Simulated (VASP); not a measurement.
# Bi2Se3 (P-62m) in VASP: further runs, part 2 of 2

VASP 6.6.1. The steps go on from the part before.

### Step 4. Relaxation of cell and atoms, PBE

This run uses another cell than the first one, of 34.67 Å³/atom.

INCAR

```
ALGO = Normal
EDIFF = 1E-6
EDIFFG = -0.04
ENCUT = 600
GGA = PE
IBRION = 2
ISIF = 3
ISMEAR = 0
LASPH = True
LCHARG = False
LREAL = False
LWAVE = False
NELM = 80
NSW = 90
PREC = Accurate
SIGMA = 0.1
```

KPOINTS

```
k-points
0
Gamma
  3 3 6
```

POSCAR

```
Bi2Se3
1.0
    7.9198878152      0.0000000000      0.0000000000
   -3.9599439076      6.8588240431      0.0000000000
    0.0000000000      0.0000000000      3.1907963515
Bi Se
2 3
Direct
    0.3333333333      0.6666666667      0.5000000000
    0.6666666667      0.3333333333      0.5000000000
    0.2861750220      0.0000000000      0.5000000000
    0.0000000000      0.2861750220      0.5000000000
    0.7138249780      0.7138249780      0.5000000000
```

Potentials or basis: VASP PAW PBE potentials, release 64 (Bi_d, Se).

The run is started by

```
> cat potpaw_PBE.64/Bi_d/POTCAR potpaw_PBE.64/Se/POTCAR > POTCAR
> mpirun -np 1 vasp_std > vasp.out
```

OUTCAR:

```text
EDIFF = 1E-6
   EDIFFG = -0.04
   ENCUT = 600
   GGA = PE
   IBRION = 2
   ISIF = 3
   ISMEAR = 0
   LASPH = True
   LREAL = False
   NELM = 80
   NSW = 90
   PREC = Accurate

 ion  position               nearest neighbor table
   1  0.333  0.667  0.500-   3 2.85   4 2.85   5 2.85
   2  0.667  0.333  0.500-   4 2.85   3 2.85   5 2.85
   3  0.286  0.000  0.500-   1 2.85   2 2.85
   4  0.000  0.286  0.500-   2 2.85   1 2.85
   5  0.714  0.714  0.500-   1 2.85   2 2.85

  LATTYP: Found a hexagonal cell.
 ALAT       =     7.9198878152
 C/A-ratio  =     0.4028840340

  Lattice vectors:

 A1 = (   7.9198878152,   0.0000000000,   0.0000000000)
 A2 = (  -3.9599439076,   6.8588240431,   0.0000000000)
 A3 = (   0.0000000000,   0.0000000000,   3.1907963515)

Analysis of symmetry for initial positions (statically):
=====================================================================
 Subroutine PRICEL returns:
 Original cell was already a primitive cell.

 Routine SETGRP: Setting up the symmetry group for a
 hexagonal supercell.

 Subroutine GETGRP returns: Found 12 space group operations
 (whereof 12 operations were pure point group operations)
 out of a pool of 24 trial point group operations.
[... 159 lines left out ...]

------------------------ aborting loop because EDIFF is reached ----------------------------------------

  FORCE on cell =-STRESS in cart. coord.  units (eV):
  Direction    XX          YY          ZZ          XY          YZ          ZX
  --------------------------------------------------------------------------------------
  -------------------------------------------------------------------------------------
  Total        0.1788471      0.1788471      0.7975118      0.0000000      0.0000000      0.0000000
  in kB        1.6531978      1.6531978      7.3719079      0.0000000      0.0000000      0.0000000
  external PRESSURE =       3.5594345 kB  Pullay stress =       0.0000000 kB
[... 98 lines left out ...]
  FREE ENERGIE OF THE ION-ELECTRON SYSTEM (eV)
  ---------------------------------------------------
  free  energy   TOTEN  =       -17.9272524920 eV

  energy  without entropy=      -17.8903889470  energy(sigma->0) =      -17.90882072

[... ionic steps 4 to 17 ...]

--------------------------------------- Ionic step       18  -------------------------------------------

 number of electron      47.9999999 magnetization

------------------------ aborting loop because EDIFF is reached ----------------------------------------
[... 73 lines left out ...]
--------------------------------------- Ionic step       20  -------------------------------------------

 number of electron      47.9999999 magnetization

 Free energy of the ion-electron system (eV)
  ---------------------------------------------------
  ext. energy  EPLUGINS =         0.00000000
  ---------------------------------------------------
  free energy    TOTEN  =       -18.05642854 eV

  energy without entropy =      -18.04235593  energy(sigma->0) =      -18.04939223

 E-fermi :   3.9417     XC(G=0):  -9.0507

 val. band max:        3.8725166910   @ k =   0.3333   0.0000   0.1667
 cond. band min:       3.9603270551   @ k =   0.0000   0.0000   0.1667
 fundamental gap:      0.0878103641
 Fermi energy:         3.9417093930

 k-point     1 :       0.0000    0.0000    0.0000
  band No.  band energies     occupation
      1     -18.8817      2.00000
      2     -18.8720      2.00000
      3     -18.8550      2.00000
      4     -18.8550      2.00000
      5     -18.8494      2.00000
      6     -18.8494      2.00000
[... 393 lines left out ...]
  FREE ENERGIE OF THE ION-ELECTRON SYSTEM (eV)
  ---------------------------------------------------
  free  energy   TOTEN  =       -18.0564285369 eV

  energy  without entropy=      -18.0423559317  energy(sigma->0) =      -18.04939223

 reached required accuracy - stopping structural energy minimisation
```

CONTCAR:

```text
Bi2Se3
   1.00000000000000
     7.4500757744794077    0.0000000000000000    0.0000000000000000
    -3.7250378872397039    6.4519548808296090    0.0000000000000000
     0.0000000000000000    0.0000000000000000    3.2404295385642077
  Bi              Se
     2     3
Direct
     0.3333333332999970    0.6666666667000030    0.5000000000000000
     0.6666666667000030    0.3333333332999970    0.5000000000000000
     0.2466358350041824    0.0000000000000000    0.5000000000000000
     0.9999999999999987    0.2466358350041790    0.5000000000000000
     0.7533641649958193    0.7533641649958212    0.5000000000000000

  0.00000000E+00  0.00000000E+00  0.00000000E+00
  0.00000000E+00  0.00000000E+00  0.00000000E+00
  0.00000000E+00  0.00000000E+00  0.00000000E+00
  0.00000000E+00  0.00000000E+00  0.00000000E+00
  0.00000000E+00  0.00000000E+00  0.00000000E+00
```

Run time: 21 min. Hardware: 1 thread of Intel Xeon 8259CL, shared host; peak memory 0.38 GiB.

What came out:

| Property | Result |
| --- | --- |
| Free energy | -18.0564 eV |
| Relaxed volume | 31.15 Å³/atom |
| Relaxed cell | a = 7.450 Å, b = 7.450 Å, c = 3.240 Å, α = 90.00°, β = 90.00°, γ = 120.00° |
| Space group after relaxing (to 0.1 Å) | P-62m (No. 189) |
| Energy gained by relaxing | 27.0 meV/atom |
| Ionic steps | 20 |
| Pressure after relaxing | 0.1 GPa |
| Largest force after relaxing | 0.007 eV/Å |
| Band gap on the k mesh | zero (bands 24 and 25 overlap by 2.42 eV) |

Forces on the atoms (eV/Å):
```
Bi   0.000  0.000  0.000
Bi   0.000  0.000  0.000
Se   0.007  0.000  0.000
Se  -0.003  0.006  0.000
Se  -0.003 -0.006  0.000
```

Step by step:
```csv
step,energy change (eV),largest force (eV/Å),pressure (GPa),volume (Å³)
1,0.0000,0.1644,0.36,173.33
2,-0.0056,0.1004,-0.23,175.26
3,-0.0056,0.0970,-0.26,175.37
4,-0.0096,0.1130,-0.24,174.65
5,-0.0205,0.1661,-0.14,172.48
6,-0.0322,0.2911,0.18,168.13
7,-0.0336,0.2926,0.18,167.95
8,-0.0376,0.2955,0.17,167.43
9,-0.0456,0.3019,0.16,166.39
10,-0.0611,0.3115,0.17,164.32
11,-0.0867,0.3049,0.27,160.20
12,-0.0564,0.0883,1.16,152.06
13,-0.0906,0.2962,0.44,158.23
14,-0.1181,0.1517,0.12,157.32
15,-0.1305,0.0261,-0.18,156.24
16,-0.1305,0.0335,-0.21,156.19
17,-0.1328,0.0174,-0.08,155.89
18,-0.1344,0.0116,0.19,155.32
19,-0.1344,0.0094,0.18,155.36
20,-0.1348,0.0069,0.06,155.76
```

Final structure:
```
Bi Se
1.0
     7.45008    0.00000    0.00000
    -3.72504    6.45195    0.00000
     0.00000    0.00000    3.24043
Bi Se
2 3
Direct
  0.33333 0.66667 0.50000
  0.66667 0.33333 0.50000
  0.24664 0.00000 0.50000
  0.00000 0.24664 0.50000
  0.75336 0.75336 0.50000
```

Levels at points of the mesh, in eV from the Fermi level:
```csv
k point,band 20,band 21,band 22,band 23,band 24,band 25,band 26,band 27,band 28
"(0.00, 0.00, 0.00)",-2.02,-0.09,0.74,1.46,1.46,1.53,1.53,2.72,2.72
"(0.00, 0.00, 0.50)",-2.97,-2.82,-1.84,-1.75,-0.96,-0.96,0.75,3.01,3.01
```

Caveat: spin-orbit coupling is left out, which moves the levels of the heavy elements.

### Step 5. Overview

| task | cell | k mesh | cutoff (eV) | gap on the mesh (eV) | pressure (GPa) | largest force (eV/Å) |
| --- | --- | --- | --- | --- | --- | --- |
| single point | a = 5.381, b = 5.381, c = 5.991 Å, angles 90.0, 90.0, 120.0°, 5 atoms, atomic positions A | 6 × 6 × 4 | 520 | none | 106.7 | 20.15 |
| single point | a = 7.879, b = 7.879, c = 3.172 Å, angles 90.0, 90.0, 120.0°, 5 atoms, atomic positions B | 6 × 6 × 12 | 520 | none | 0.0 | - |
| relaxation of cell and atoms | relaxed from a = 7.920, b = 7.920, c = 3.191 Å, angles 90.0, 90.0, 120.0°, 5 atoms, atomic positions C | 3 × 3 × 6 | 600 | none | 0.1 | 0.01 |

Alike in all rows: level PBE; potentials or basis VASP PAW PBE potentials, release 64 (Bi_d, Se); no spin polarisation; smearing gaussian 0.1 eV.

Caveats: spin-orbit coupling is left out, which moves the levels of the heavy elements; the cell stands under pressure (at least some runs); forces of over 1 eV/Å act on the atoms, so gaps and moduli don't describe the material at rest (at least some runs).

Total energies depend on the potentials used, so only differences within one code and one set of settings carry meaning.
